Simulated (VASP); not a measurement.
Crystal: CsI.

```
Cs I
1.0
     4.60814    0.00000    0.00000
     0.00000    4.60814    0.00000
     0.00000    0.00000    4.60814
Cs I
1 1
Direct
  0.00000 0.00000 0.00000
  0.50000 0.50000 0.50000
```

Base run:

* Program: VASP 6.6.1
* Functional: PBE
* Potentials or basis: VASP PAW PBE potentials, release 64 (Cs_sv, I)
* Cutoff: 500 eV
* k mesh: 4 × 4 × 4
* Occupations: methfessel-paxton, width 0.001 eV
* Spin: no spin polarisation

Its results: band gap on the k mesh 3.79 eV, indirect (least direct gap 3.88 eV); pressure 0.5 GPa.

**Question.** After a change of settings the same cell gave: band gap on the k mesh 5.65 eV, indirect (least direct gap 5.75 eV); pressure 0.0 GPa. Which change was it?
A. functional from PBE to PBE0; cutoff from 500 eV to 400 eV; occupations from methfessel-paxton, width 0.001 eV to gaussian, width 0.01 eV
B. functional from PBE to PBE-based screened hybrid; cutoff from 500 eV to 400 eV; occupations from methfessel-paxton, width 0.001 eV to gaussian, width 0.01 eV
C. occupations from methfessel-paxton, width 0.001 eV to methfessel-paxton, width 0.5 eV
D. k mesh from 4 × 4 × 4 to 2 × 2 × 2; occupations from methfessel-paxton, width 0.001 eV to gaussian, width 0.01 eV

**Answer.** B.

Caveats: spin-orbit coupling is left out, which moves the levels of the heavy elements; the PAW data sets were made with another functional, which shifts forces and pressure a little (some runs).
